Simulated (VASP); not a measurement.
# SiO2 (P4_2/mnm) in VASP: further runs

SiO2 is run at these levels: PBE; tasks: single point.

All numbers are computed with VASP 6.6.1; they aren't measurements. Logs are shortened: lines on timing, memory, paths and dates and some standing lists are left out, and cuts for length are marked.

## Step 1: The cell of the first run

Symmetry: P4_2/mnm, No. 136, tetragonal system. The conventional cell has a = 4.141 Å, b = 4.141 Å, c = 2.448 Å, α = 90.00°, β = 90.00°, γ = 90.00°. Si (site symmetry mmm) has 6 O at 1.67 to 1.80 Å within 2.2 Å. O (site symmetry m2m) has 3 Si at 1.67 to 1.80 Å and 1 O at 2.26 Å within 2.3 Å.

## Step 2: Single point, PBE

INCAR reads:

```
PREC = Accurate
ENCUT = 520
EDIFF = 1E-7
ISMEAR = 0
SIGMA = 0.05
LREAL = F
LASPH = T
NELM = 100
ALGO = Normal
ISIF = 2
LWAVE = F
LCHARG = F
GGA = PE
NBANDS = 25
```

KPOINTS reads:

```
regular mesh
0
Gamma
  6 6 8
```

POSCAR reads:

```
SiO2
1.0
    4.1406000000      0.0000000000      0.0000000000
    0.0000000000      4.1406000000      0.0000000000
    0.0000000000      0.0000000000      2.4477000000
Si O
2 4
Direct
    0.5000000000      0.5000000000      0.5000000000
    0.0000000000      0.0000000000      0.0000000000
    0.6930127928      0.6930127928      0.0000000000
    0.1930127928      0.8069872072      0.5000000000
    0.3069872072      0.3069872072      0.0000000000
    0.8069872072      0.1930127928      0.5000000000
```

Potentials or basis: VASP PAW PBE potentials, release 64 (Si, O).

On the command line:

```bash
> cat potpaw_PBE.64/Si/POTCAR potpaw_PBE.64/O/POTCAR > POTCAR
> mpirun -np 1 vasp_std > vasp.out
```

OUTCAR:

```text
PREC = Accurate
   ENCUT = 520
   EDIFF = 1E-7
   ISMEAR = 0
   LREAL = F
   LASPH = T
   NELM = 100
   ISIF = 2
   GGA = PE

 ion  position               nearest neighbor table
   1  0.500  0.500  0.500-   3 1.67   5 1.67   3 1.67   5 1.67   4 1.80   6 1.80
   2  0.000  0.000  0.000-   4 1.67   6 1.67   4 1.67   6 1.67   5 1.80   3 1.80
   3  0.693  0.693  0.000-   1 1.67   1 1.67   2 1.80
   4  0.193  0.807  0.500-   2 1.67   2 1.67   1 1.80
   5  0.307  0.307  0.000-   1 1.67   1 1.67   2 1.80
   6  0.807  0.193  0.500-   2 1.67   2 1.67   1 1.80

  LATTYP: Found a simple tetragonal cell.
 ALAT       =     4.1406000000
 C/A-ratio  =     0.5911462107

  Lattice vectors:

 A1 = (   4.1406000000,   0.0000000000,   0.0000000000)
 A2 = (   0.0000000000,   4.1406000000,   0.0000000000)
 A3 = (   0.0000000000,   0.0000000000,   2.4477000000)

Analysis of symmetry for initial positions (statically):
=====================================================================
 Subroutine PRICEL returns:
 Original cell was already a primitive cell.

 Routine SETGRP: Setting up the symmetry group for a
 simple tetragonal supercell.

 Subroutine GETGRP returns: Found 16 space group operations
 (whereof  8 operations were pure point group operations)
 out of a pool of 16 trial point group operations.

The static configuration has the point symmetry D_2h.
 The point group associated with its full space group is D_4h.

Analysis of symmetry for dynamics (positions and initial velocities):
=====================================================================
 Subroutine PRICEL returns:
 Original cell was already a primitive cell.

 Routine SETGRP: Setting up the symmetry group for a
 simple tetragonal supercell.

 Subroutine GETGRP returns: Found 16 space group operations
 (whereof  8 operations were pure point group operations)
 out of a pool of 16 trial point group operations.

The dynamic configuration has the point symmetry D_2h.
 The point group associated with its full space group is D_4h.

 Subroutine INISYM returns: Found 16 space group operations
 (whereof  8 operations are pure point group operations),
 and found     1 'primitive' translations

----------------------------------------------------------------------------------------

                                     Primitive cell

  volume of cell :      41.9648

  direct lattice vectors                    reciprocal lattice vectors
[... 99 lines left out ...]
   IBRION =     -1    ionic relax: 0-MD 1-quasi-New 2-CG
   NFREE  =      0    steps in history (QN), initial steepest desc. (CG)
   ISIF   =      2    stress and relaxation
   ISYM   =      2    0-nonsym 1-usesym 2-fastsym
   POTIM  = 0.5000    time-step for ionic-motion
   TEBEG  =    0.0;   TEEND  =   0.0 temperature during run
   PSTRESS=    0.0 pullay stress
   NELECT =      32.0000    total number of electrons
   NUPDOWN=      -1.0000    fix difference up-down
   EMIN   =  10.00;   EMAX   =-10.00  energy-range for DOS
   EFERMI =   0.00;   METHOD = LEGACY
   ISMEAR =     0;   SIGMA  =   0.05  broadening in eV -4-tet -1-fermi 0-gaus
   EFERMI_NEDOS =   21; number of points for ismear=-14 and -15
   IALGO  =     38    algorithm
   IMIX   =      4    mixing-type and parameters
     AMIX     =   0.40;   BMIX     =  1.00
     AMIX_MAG =   1.60;   BMIX_MAG =  1.00
  volume/ion in A,a.u.               =       6.99        47.20
  Fermi-wavevector in a.u.,A,eV,Ry     =   1.495650  2.826368 30.435801  2.236968
  Thomas-Fermi vector in A             =   2.607767
   LORBIT       =      0    0 simple, 1 ext, 2 COOP (PROOUT), +10 PAW based schemes
   GGA     = PE    functional components
   LHFCALC =     F    Hartree Fock is set to
   AEXX    =    0.0000 exact exchange contribution
   IVDW    =     0    specifies the selected vdW correction
   LEPSILON=     F    determine dielectric tensor
   LRPA    =     F    only Hartree local field effects (RPA)
 non-spin polarized calculation
 Gauss-broadening in eV      SIGMA  =   0.05
  energy-cutoff  :      520.00
  volume of cell :       41.96
 maximum number of plane-waves:      1148
 NGX is ok and might be reduce to    32
   NGX = 15   NGY = 15   NGZ =  9

 number of electron      31.9999971 magnetization

 Free energy of the ion-electron system (eV)
  ---------------------------------------------------
  ext. energy  EPLUGINS =         0.00000000
  ---------------------------------------------------
  free energy    TOTEN  =       -44.84370673 eV

  energy without entropy =      -44.84370673  energy(sigma->0) =      -44.84370673

 E-fermi :   9.7649     XC(G=0): -12.7844

 val. band max:        9.5243554384   @ k =   0.0000   0.0000   0.0000
 cond. band min:      17.3410309441   @ k =   0.0000   0.0000   0.0000
 fundamental gap:      7.8166755057
 Fermi energy:         9.7648572697

 k-point     1 :       0.0000    0.0000    0.0000
  band No.  band energies     occupation
      1     -14.1814      2.00000
      2     -10.1708      2.00000
      3     -10.1708      2.00000
      4     -10.1428      2.00000
      5      -1.8430      2.00000
      6       2.1893      2.00000
[... 661 lines left out ...]
     24      24.1054      0.00000
     25      24.8518      0.00000

 [... further k-points ...]

------------------------ aborting loop because EDIFF is reached ----------------------------------------

  FORCE on cell =-STRESS in cart. coord.  units (eV):
  Direction    XX          YY          ZZ          XY          YZ          ZX
  --------------------------------------------------------------------------------------
  -------------------------------------------------------------------------------------
  Total       11.0260415     11.0260415     27.2966755      0.0000000      0.0000000      0.0000000
  in kB      420.9644906    420.9644906   1042.1628682      0.0000000      0.0000000      0.0000000
  external PRESSURE =     628.0306165 kB  Pullay stress =       0.0000000 kB

 VOLUME and BASIS-vectors are now :
 -----------------------------------------------------------------------------
  energy-cutoff  :      520.00
  volume of cell :       41.96
      direct lattice vectors                 reciprocal lattice vectors
     4.140600000  0.000000000  0.000000000     0.241510892  0.000000000  0.000000000
     0.000000000  4.140600000  0.000000000     0.000000000  0.241510892  0.000000000
     0.000000000  0.000000000  2.447700000     0.000000000  0.000000000  0.408546799

 POSITION                                       TOTAL-FORCE (eV/Angst)
 -----------------------------------------------------------------------------------
      2.07030      2.07030      1.22385        -0.000000      0.000000      0.000000
      0.00000      0.00000      0.00000        -0.000000      0.000000      0.000000
      2.86949      2.86949      0.00000         0.778845      0.778845      0.000000
      0.79919      3.34141      1.22385         0.778845     -0.778845      0.000000
      1.27111      1.27111      0.00000        -0.778845     -0.778845      0.000000
      3.34141      0.79919      1.22385        -0.778845      0.778845      0.000000
 -----------------------------------------------------------------------------------
    total drift:                                0.000000      0.000000     -0.000000

  FREE ENERGIE OF THE ION-ELECTRON SYSTEM (eV)
  ---------------------------------------------------
  free  energy   TOTEN  =       -44.8437067285 eV

  energy  without entropy=      -44.8437067285  energy(sigma->0) =      -44.84370673
```

It took 38 s on 1 thread of Intel Xeon 8259CL, shared host; peak memory 0.17 GiB.

What came out:

- Free energy: -44.8437 eV
- Pressure: 62.8 GPa
- Largest force: 1.101 eV/Å
- Band gap on the k mesh: 7.82 eV

Forces in eV/Å, atoms in the order of the input:
```
Si   0.000  0.000  0.000
Si   0.000  0.000  0.000
O    0.779  0.779  0.000
O    0.779 -0.779  0.000
O   -0.779 -0.779  0.000
O   -0.779  0.779  0.000
```

Caveat: the cell stands under pressure; forces of over 1 eV/Å act on the atoms, so gaps and moduli don't describe the material at rest.

## Step 3: Single point, PBE

This run uses another cell than the first one, of 7.08 Å³/atom.

INCAR reads:

```
  PREC = Accurate
  ENCUT = 520
  EDIFF = 1E-6
  ISMEAR = 0
  SIGMA = 0.05
  LREAL = False
  LASPH = True
  NELM = 60
  ALGO = Normal
  ISIF = 2
  LWAVE = False
  LCHARG = False
  GGA = PE
  NBANDS = 25
```

KPOINTS reads:

```
Automatic mesh
0
Gamma
  6 6 8
```

POSCAR, as its differences from that of step 2:

```diff
@@ -2,5 +2,5 @@
 1.0
-    4.1406000000      0.0000000000      0.0000000000
-    0.0000000000      4.1406000000      0.0000000000
-    0.0000000000      0.0000000000      2.4477000000
+    4.2358788249      0.0000000000      0.0000000000
+    0.0000000000      4.2358788249      0.0000000000
+    0.0000000000      0.0000000000      2.3670000000
 Si O
```

Potentials or basis: VASP PAW PBE potentials, release 64 (Si, O).

On the command line:

```bash
> cat potpaw_PBE.64/Si/POTCAR potpaw_PBE.64/O/POTCAR > POTCAR
> mpirun -np 1 vasp_std > vasp.out
```

OUTCAR:

```text
PREC = Accurate
   ENCUT = 520
   EDIFF = 1E-6
   ISMEAR = 0
   LREAL = False
   LASPH = True
   NELM = 60
   ISIF = 2
   GGA = PE

 ion  position               nearest neighbor table
   1  0.500  0.500  0.500-   3 1.65   5 1.65   3 1.65   5 1.65   4 1.84   6 1.84
   2  0.000  0.000  0.000-   4 1.65   6 1.65   4 1.65   6 1.65   5 1.84   3 1.84
   3  0.693  0.693  0.000-   1 1.65   1 1.65   2 1.84
   4  0.193  0.807  0.500-   2 1.65   2 1.65   1 1.84
   5  0.307  0.307  0.000-   1 1.65   1 1.65   2 1.84
   6  0.807  0.193  0.500-   2 1.65   2 1.65   1 1.84

  LATTYP: Found a simple tetragonal cell.
 ALAT       =     4.2358788249
 C/A-ratio  =     0.5587978547

  Lattice vectors:

 A1 = (   4.2358788249,   0.0000000000,   0.0000000000)
 A2 = (   0.0000000000,   4.2358788249,   0.0000000000)
 A3 = (   0.0000000000,   0.0000000000,   2.3670000000)

Analysis of symmetry for initial positions (statically):
=====================================================================
 Subroutine PRICEL returns:
 Original cell was already a primitive cell.

 Routine SETGRP: Setting up the symmetry group for a
 simple tetragonal supercell.

 Subroutine GETGRP returns: Found 16 space group operations
 (whereof  8 operations were pure point group operations)
 out of a pool of 16 trial point group operations.

The static configuration has the point symmetry D_2h.
 The point group associated with its full space group is D_4h.

Analysis of symmetry for dynamics (positions and initial velocities):
=====================================================================
 Subroutine PRICEL returns:
 Original cell was already a primitive cell.

 Routine SETGRP: Setting up the symmetry group for a
 simple tetragonal supercell.

 Subroutine GETGRP returns: Found 16 space group operations
 (whereof  8 operations were pure point group operations)
 out of a pool of 16 trial point group operations.

The dynamic configuration has the point symmetry D_2h.
 The point group associated with its full space group is D_4h.

 Subroutine INISYM returns: Found 16 space group operations
 (whereof  8 operations are pure point group operations),
 and found     1 'primitive' translations

----------------------------------------------------------------------------------------

                                     Primitive cell

  volume of cell :      42.4703

  direct lattice vectors                    reciprocal lattice vectors
     4.235878825  0.000000000  0.000000000     0.236078519  0.000000000  0.000000000
     0.000000000  4.235878825  0.000000000     0.000000000  0.236078519  0.000000000
     0.000000000  0.000000000  2.367000000     0.000000000  0.000000000  0.422475708

  length of vectors
     4.235878825  4.235878825  2.367000000     0.236078519  0.236078519  0.422475708

  position of ions in fractional coordinates (direct lattice)
     0.500000000  0.500000000  0.500000000
     0.000000000  0.000000000  0.000000000
     0.693012793  0.693012793  0.000000000
     0.193012793  0.806987207  0.500000000
     0.306987207  0.306987207  0.000000000
     0.806987207  0.193012793  0.500000000

  ion indices of the primitive-cell ions
   primitive index   ion index
[... 35 lines left out ...]
  0.000000  0.000000  0.000000      1.000000
  0.166667  0.000000  0.000000      4.000000
  0.333333  0.000000  0.000000      4.000000
  0.500000  0.000000  0.000000      2.000000
  0.166667  0.166667  0.000000      4.000000
  0.333333  0.166667  0.000000      8.000000
[... 16 lines left out ...]
  0.333333  0.000000  0.250000      8.000000
  0.500000  0.000000  0.250000      4.000000
 [... further k-points ...]
   k-points           NKPTS =     50   k-points in BZ     NKDIM =     50   number of bands    NBANDS=     25
   number of dos      NEDOS =    301   number of ions     NIONS =      6
   total plane-waves  NPLWV =  18432
   dimension x,y,z NGX =    32 NGY =   32 NGZ =   18
   dimension x,y,z NGXF=    64 NGYF=   64 NGZF=   36
   ions per type =               2   4
   NGX,Y,Z   is equivalent  to a cutoff of  12.56, 12.56, 12.64 a.u.
   NGXF,Y,Z  is equivalent  to a cutoff of  25.12, 25.12, 25.28 a.u.
 SYSTEM =  unknown system
   PREC   = accura    normal or accurate (medium, high low for compatibility)
   ISTART =      0    job   : 0-new  1-cont  2-samecut
   ICHARG =      2    charge: 1-file 2-atom 10-const
   ISPIN  =      1    spin polarized calculation?
   LNONCOLLINEAR =      F non collinear calculations
   LSORBIT =      F    spin-orbit coupling
   LASPH  =      T    aspherical Exc in radial PAW
   ENCUT  =  520.0 eV  38.22 Ry    6.18 a.u.   7.88  7.88  4.40*2*pi/ulx,y,z
   NELM   =     60;   NELMIN=  2; NELMDL= -5     # of ELM steps
   EDIFF  = 0.1E-05   stopping-criterion for ELM
   LREAL  =      F    real-space projection
   EDIFFG = 0.1E-04   stopping-criterion for IOM
   NSW    =      0    number of steps for IOM
   IBRION =     -1    ionic relax: 0-MD 1-quasi-New 2-CG
   NFREE  =      0    steps in history (QN), initial steepest desc. (CG)
   ISIF   =      2    stress and relaxation
   ISYM   =      2    0-nonsym 1-usesym 2-fastsym
   POTIM  = 0.5000    time-step for ionic-motion
   TEBEG  =    0.0;   TEEND  =   0.0 temperature during run
   PSTRESS=    0.0 pullay stress
   NELECT =      32.0000    total number of electrons
   NUPDOWN=      -1.0000    fix difference up-down
   EMIN   =  10.00;   EMAX   =-10.00  energy-range for DOS
   EFERMI =   0.00;   METHOD = LEGACY
   ISMEAR =     0;   SIGMA  =   0.05  broadening in eV -4-tet -1-fermi 0-gaus
   EFERMI_NEDOS =   21; number of points for ismear=-14 and -15
   IALGO  =     38    algorithm
   IMIX   =      4    mixing-type and parameters
     AMIX     =   0.40;   BMIX     =  1.00
     AMIX_MAG =   1.60;   BMIX_MAG =  1.00
  volume/ion in A,a.u.               =       7.08        47.77
  Fermi-wavevector in a.u.,A,eV,Ry     =   1.489692  2.815109 30.193794  2.219181
  Thomas-Fermi vector in A             =   2.602568
   LORBIT       =      0    0 simple, 1 ext, 2 COOP (PROOUT), +10 PAW based schemes
   GGA     = PE    functional components
   LHFCALC =     F    Hartree Fock is set to
   AEXX    =    0.0000 exact exchange contribution
   IVDW    =     0    specifies the selected vdW correction
   LEPSILON=     F    determine dielectric tensor
   LRPA    =     F    only Hartree local field effects (RPA)
 non-spin polarized calculation
 Gauss-broadening in eV      SIGMA  =   0.05
  energy-cutoff  :      520.00
  volume of cell :       42.47
 maximum number of plane-waves:      1168
 NGX is ok and might be reduce to    32
   NGX = 15   NGY = 15   NGZ =  9

 number of electron      32.0000007 magnetization

 Free energy of the ion-electron system (eV)
  ---------------------------------------------------
  ext. energy  EPLUGINS =         0.00000000
  ---------------------------------------------------
  free energy    TOTEN  =       -44.23641760 eV

  energy without entropy =      -44.23641760  energy(sigma->0) =      -44.23641760

 E-fermi :   9.3885     XC(G=0): -12.6944

 val. band max:        9.1208233301   @ k =   0.0000   0.0000   0.0000
 cond. band min:      16.5635809582   @ k =   0.0000   0.0000   0.0000
 fundamental gap:      7.4427576281
 Fermi energy:         9.3885267831

 k-point     1 :       0.0000    0.0000    0.0000
  band No.  band energies     occupation
      1     -14.3617      2.00000
      2     -10.6655      2.00000
      3     -10.5696      2.00000
      4     -10.5696      2.00000
      5      -2.0668      2.00000
      6       1.7282      2.00000
[... 661 lines left out ...]
     24      24.3454      0.00000
     25      25.1563      0.00000

 [... further k-points ...]

------------------------ aborting loop because EDIFF is reached ----------------------------------------

  FORCE on cell =-STRESS in cart. coord.  units (eV):
  Direction    XX          YY          ZZ          XY          YZ          ZX
  --------------------------------------------------------------------------------------
  -------------------------------------------------------------------------------------
  Total        7.8341037      7.8341037     34.7788788     -0.0000000      0.0000000      0.0000000
  in kB      295.5388535    295.5388535   1312.0211813     -0.0000000      0.0000000      0.0000000
  external PRESSURE =     634.3662961 kB  Pullay stress =       0.0000000 kB

 VOLUME and BASIS-vectors are now :
 -----------------------------------------------------------------------------
  energy-cutoff  :      520.00
  volume of cell :       42.47
      direct lattice vectors                 reciprocal lattice vectors
     4.235878825  0.000000000  0.000000000     0.236078519  0.000000000  0.000000000
     0.000000000  4.235878825  0.000000000     0.000000000  0.236078519  0.000000000
     0.000000000  0.000000000  2.367000000     0.000000000  0.000000000  0.422475708

 POSITION                                       TOTAL-FORCE (eV/Angst)
 -----------------------------------------------------------------------------------
      2.11794      2.11794      1.18350        -0.000000      0.000000     -0.000000
      0.00000      0.00000      0.00000        -0.000000      0.000000     -0.000000
      2.93552      2.93552      0.00000         0.561842      0.561842     -0.000000
      0.81758      3.41830      1.18350         0.561842     -0.561842     -0.000000
      1.30036      1.30036      0.00000        -0.561842     -0.561842      0.000000
      3.41830      0.81758      1.18350        -0.561842      0.561842     -0.000000
 -----------------------------------------------------------------------------------
    total drift:                                0.000000      0.000000     -0.000000

  FREE ENERGIE OF THE ION-ELECTRON SYSTEM (eV)
  ---------------------------------------------------
  free  energy   TOTEN  =       -44.2364176022 eV

  energy  without entropy=      -44.2364176022  energy(sigma->0) =      -44.23641760
```

Wall time 35 s (1 thread of Intel Xeon 8259CL, shared host); peak memory 0.17 GiB.

What came out:

- Free energy: -44.2364 eV
- Pressure: 63.4 GPa
- Largest force: 0.795 eV/Å
- Band gap on the k mesh: 7.44 eV

Forces in eV/Å, atoms in the order of the input:
```
Si   0.000  0.000  0.000
Si   0.000  0.000  0.000
O    0.562  0.562  0.000
O    0.562 -0.562  0.000
O   -0.562 -0.562  0.000
O   -0.562  0.562  0.000
```

Levels at points of the mesh, in eV from the valence-band top:
```
           k point  band 12  band 13  band 14  band 15  band 16  band 17  band 18  band 19  band 20  band 21
(0.00, 0.00, 0.00)    -2.20    -1.51    -0.97    -0.97     0.00     7.44     9.65    11.18    11.18    11.57
(0.50, 0.00, 0.00)    -3.05    -1.81    -1.81    -1.27    -1.27     9.64     9.64    11.28    11.28    12.23
(0.50, 0.50, 0.00)    -2.66    -2.41    -2.41    -2.27    -2.27     9.76     9.76    11.70    11.70    13.68
(0.00, 0.00, 0.50)    -4.85    -2.81    -2.81    -2.79    -2.79    10.30    10.30    12.83    12.83    13.38
(0.50, 0.00, 0.50)    -4.16    -2.52    -2.52    -1.74    -1.74     9.64     9.64     9.94     9.94    12.80
(0.50, 0.50, 0.50)    -4.78    -2.05    -2.05    -1.52    -1.52     8.08     8.08    11.49    11.49    11.72
```

Caveat: the cell stands under pressure. A k mesh can miss the band edges.
